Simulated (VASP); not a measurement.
# Au: single point with PBE

Crystal: Au.

```xyz
1
Lattice="2.2852 0.0000 0.0000 0.0000 2.2852 0.0000 0.0000 0.0000 2.2852" Properties=species:S:1:pos:R:3 pbc="T T T"
Au    0.0000    0.0000    0.0000
```

```
Program                : VASP 6.6.1
Task                   : single point
Functional             : PBE
Potentials or basis    : VASP PAW PBE potentials, release 64 (Au)
Cutoff                 : 520 eV
k mesh                 : 17 × 17 × 17
Occupations            : fermi-dirac, width 0.1 eV
Spin                   : no spin polarisation
Dipole correction      : no
Further INCAR settings : ALGO = Normal; EDIFF = 1e-06; NBANDS = 12
```

The pressure is 269.3 GPa.

Levels at points of the mesh, in eV from the Fermi level:
```
           k point  band 4  band 5  band 6  band 7  band 8  band 9
(0.00, 0.00, 0.00)   -1.64   -1.64   -1.64   16.32   16.32   16.32
```

Wall time 9.8 s on 1 thread of Intel(R) Xeon(R) Platinum 8488C (Sapphire Rapids), on a shared host, peak memory 0.14 GiB.

Caveat: spin-orbit coupling is left out, which moves the levels of the heavy elements.
